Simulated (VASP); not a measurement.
Wanted: the native input for a VASP 6.6.1 run.

```
Task                   : single point
Functional             : PBE
Potentials or basis    : VASP PAW PBE potentials, release 64 (Bi_d)
Cutoff                 : 520 eV
k mesh                 : 16 × 16 × 16
Occupations            : gaussian, width 0.1 eV
Spin                   : no spin polarisation
Dipole correction      : no
Further INCAR settings : ALGO = Fast; EDIFF = 1e-07; NBANDS = 14
```

The structure of Bi lies in POSCAR:

```
Bi
1.0
   -4.1864246254      4.1864246254      1.5354386468
    4.1864246254     -4.1864246254      1.5354386468
    4.1864246254      4.1864246254     -1.5354386468
Bi
1
Direct
    0.0000000000      0.0000000000      0.0000000000
```

This cell differs from its parent crystal: strained.

The input as run:

INCAR

```
PREC     = Accurate       # precision mode
ENCUT    = 520            # plane-wave cutoff, eV
EDIFF    = 1E-7           # SCF threshold, eV
ISMEAR   = 0              # smearing method
SIGMA    = 0.1            # smearing width, eV
LREAL    = False          # projectors in reciprocal space
LASPH    = True           # aspherical terms in the spheres
NELM     = 60             # most SCF steps
ALGO     = Fast           # electronic algorithm
ISIF     = 2              # what is computed and relaxed
LWAVE    = False          # write WAVECAR
LCHARG   = False          # write CHGCAR
GGA      = PE             # functional
NBANDS   = 14             # bands
```

KPOINTS

```
Automatic mesh
0
Gamma
  16 16 16
```

Potentials or basis: VASP PAW PBE potentials, release 64 (Bi_d).

Command:

```bash
$ cat potpaw_PBE.64/Bi_d/POTCAR > POTCAR
$ mpirun -np 1 vasp_std > vasp.out
```

Results of the run:

```json
{"Pressure": "-1.4 GPa", "Band gap on the k mesh": "zero (an odd number of electrons rules out a gap without spin polarisation)"}
```

Caveat: the cell differs from its parent crystal (strained); spin-orbit coupling is left out, which moves the levels of the heavy elements.

Run time: 17 min on 1 thread of Oxide Virtual Turin-like Processor (shared host), peak memory 0.63 GiB.
